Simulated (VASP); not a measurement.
Ta4C3, 7 atoms in the cell. The structure is tetragonal, space group P4/mmm (No. 123). Conventional cell: a = 4.050 Å, b = 4.050 Å, c = 4.755 Å, α = 90.00°, β = 90.00°, γ = 90.00°. Within 2.7 Å of Ta (site symmetry mmm) lie 4 C at 2.03 to 2.38 Å. Ta (site symmetry 4/mmm) has 4 C at 2.03 Å within 2.7 Å. Within 2.7 Å of Ta (site symmetry 4/mmm) lie 6 C at 2.03 to 2.38 Å. C (site symmetry mmm) has 6 Ta at 2.03 to 2.38 Å within 2.7 Å. Within 2.7 Å of C (site symmetry 4/mmm) lie 6 Ta at 2.03 to 2.38 Å.  This cell differs from its parent crystal: strain -0.080 along x and y, +0.080 along z.

- Program: VASP 6.6.1
- Task: single point
- Functional: PBEsol
- Potentials or basis: VASP PAW PBE potentials, release 64 (Ta_pv, C)
- Cutoff: 520 eV
- k mesh: 10 × 10 × 10
- Occupations: gaussian, width 0.15 eV
- Spin: no spin polarisation
- Dipole correction: no
- Further INCAR settings: ALGO = Normal; EDIFF = 1e-06; NBANDS = 37

Potentials or basis: VASP PAW PBE potentials, release 64 (Ta_pv, C).

Command:

```sh
$ cat potpaw_PBE.64/Ta_pv/POTCAR potpaw_PBE.64/C/POTCAR > POTCAR
$ mpirun -np 1 vasp_std > vasp.out
```

Hardware: 1 thread of Intel(R) Xeon(R) Platinum 8259CL CPU @ 2.50GHz (Skylake/Cascade Lake), on a shared host.

Problem. How long does it take, and how much memory?

Solution. Run time: 4.9 min on 1 thread of Intel(R) Xeon(R) Platinum 8259CL CPU @ 2.50GHz (Skylake/Cascade Lake), on a shared host, peak memory 0.38 GiB. Counts: scf iterations 15, k points 126.
